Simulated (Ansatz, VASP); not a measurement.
Two plane-wave programs on Tl

The input INCAR:

```
SYSTEM = Tl
PREC = Accurate
ENCUT = 520
EDIFF = 1E-7
ISMEAR = -1
SIGMA = 0.05
LREAL = .FALSE.
LASPH = .TRUE.
NELM = 100
ALGO = Normal
ISIF = 2
LWAVE = .FALSE.
LCHARG = .FALSE.
GGA = CA
NBANDS = 20
```

The input KPOINTS:

```
Automatic mesh
0
G
  9 9 5
  0 0 0
```

The input POSCAR:

```
Tl
1.0
    3.4328046702      0.0000000000      0.0000000000
   -1.7164023351      2.9728960507      0.0000000000
    0.0000000000      0.0000000000      5.4879183458
Tl
2
Direct
    0.6666666667      0.3333333333      0.7500000000
    0.3333333333      0.6666666667      0.2500000000
```

File input.yaml:

```yaml
crystal:
  lattice:
    - [3.4328046702, 0.0, 0.0]
    - [-1.7164023351, 2.9728960507, 0.0]
    - [0.0, 0.0, 5.4879183458]
  atoms:
    - { symbol: Tl, position: [0.6666666667, 0.3333333333, 0.75] }
    - { symbol: Tl, position: [0.3333333333, 0.6666666667, 0.25] }
hamiltonian:
  xc: lda
  pseudopotentials: { kind: paw }
kpoints:
  mp_grid: { grid: [9, 9, 5] }
scf:
  occupations: { method: fermi_dirac, width: 0.05 }
output:
  forces: true
  stress: true
  eigenvalues: true
  write_density: true
  write_potential: true
  elf: true
  volumetric_format: npy
```

Alike in both runs: task single point; functional LDA; k mesh 9 × 9 × 5; occupations fermi-dirac, width 0.05 eV; no spin polarisation.

```csv
,VASP,Ansatz
version,VASP 6.6.1,Ansatz 0.2.0
potentials or method,"VASP PAW LDA potentials, release 64 (Tl_d)",Ansatz PAW
plane-wave cutoff (eV),520,420
valence electrons in the cell,26,26
```

```tsv
	VASP	Ansatz	Ansatz less VASP
gap on the k mesh at the Fermi level (eV)	none	none	-
pressure (GPa)	-0.8	-0.8	-0.06
traceless stress, the component that is largest in VASP (GPa)	0.89	0.86	-0.035
```

LDA's correlation is that of Perdew and Zunger in VASP and of Perdew and Wang (1992) in Ansatz. A gap of «none» marks a metal or a gap that the smearing closes.

Spin-orbit coupling is off throughout.
